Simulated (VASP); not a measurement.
InPt3, 4 atoms in the cell. Symmetry: P4/mmm, No. 123, tetragonal system. Conventional cell: a = 3.988 Å, b = 3.988 Å, c = 3.908 Å, α = 90.00°, β = 90.00°, γ = 90.00°. In (site symmetry 4/mmm) has 12 Pt at 2.79 to 2.82 Å within 3.7 Å. Within 3.7 Å of Pt (site symmetry 4/mmm) lie 8 Pt at 2.79 Å and 4 In at 2.82 Å. Pt (site symmetry mmm) has 4 In at 2.79 Å and 8 Pt at 2.79 to 2.82 Å within 3.7 Å.  This cell differs from its parent crystal: zz strain of -2 %.

- Program: VASP 6.6.1
- Task: electric field gradients
- Functional: PBEsol
- Potentials or basis: VASP PAW PBE potentials, release 64 (In_d, Pt)
- Cutoff: 520 eV
- k mesh: 10 × 10 × 10
- Occupations: fermi-dirac, width 0.05 eV
- Spin: no spin polarisation
- Dipole correction: no
- Further INCAR settings: ALGO = Normal; EDIFF = 1e-08; NBANDS = 30

Potentials or basis: VASP PAW PBE potentials, release 64 (In_d, Pt).

The run is started by

```bash
$ cat potpaw_PBE.64/In_d/POTCAR potpaw_PBE.64/Pt/POTCAR > POTCAR
$ mpirun -np 1 vasp_std > vasp.out
```

Hardware: 1 thread of Intel(R) Xeon(R) 6975P-C (Granite Rapids) (shared host).

Question: How long does it take, and how much memory?

Answer: Run time: 2 min on 1 thread of Intel(R) Xeon(R) 6975P-C (Granite Rapids), with other jobs on the host, peak memory 0.32 GiB. Counts: scf iterations 16, k points 126.
